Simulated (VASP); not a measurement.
A run of VASP 6.6.1 is set up as follows.

Contents of INCAR:

```
ALGO     = Fast           # electronic algorithm
EDIFF    = 1E-6           # SCF threshold, eV
ENCUT    = 520            # plane-wave cutoff, eV
GGA      = PE             # functional
ISIF     = 2              # what is computed and relaxed
ISMEAR   = -1             # smearing method
LASPH    = T              # aspherical terms in the spheres
LCHARG   = F              # write CHGCAR
LREAL    = F              # projectors in reciprocal space
LWAVE    = F              # write WAVECAR
NBANDS   = 40             # bands
NELM     = 80             # most SCF steps
PREC     = Accurate       # precision mode
SIGMA    = 0.15           # smearing width, eV
```

File KPOINTS:

```
k-points
0
Gamma
  12 12 12
```

The input POSCAR:

```
IrRu4
1.0
   -3.0226189899      3.0226189899      1.9119949946
    3.0226189899     -3.0226189899      1.9119949946
    3.0226189899      3.0226189899     -1.9119949946
Ru Ir
4 1
Direct
    0.9013154275      0.6984200200      0.5997354475
    0.3015799800      0.9013154275      0.2028954076
    0.6984200200      0.0986845725      0.7971045924
    0.0986845725      0.3015799800      0.4002645525
    0.5000000000      0.5000000000      0.0000000000
```

Potentials or basis: VASP PAW PBE potentials, release 64 (Ru_pv, Ir).

Run with:

```console
$ cat potpaw_PBE.64/Ru_pv/POTCAR potpaw_PBE.64/Ir/POTCAR > POTCAR
$ mpirun -np 1 vasp_std > vasp.out
```

**Question.** Estimate the pressure.

**Answer.** -0.1 GPa.

**Question.** Estimate the largest force.

**Answer.** 0.008 eV/Å.

Forces in eV/Å, atoms in the order of the input:
```
Ru  -0.006  0.006  0.000
Ru   0.006  0.006  0.000
Ru  -0.006 -0.006  0.000
Ru   0.006 -0.006  0.000
Ir   0.000  0.000  0.000
```
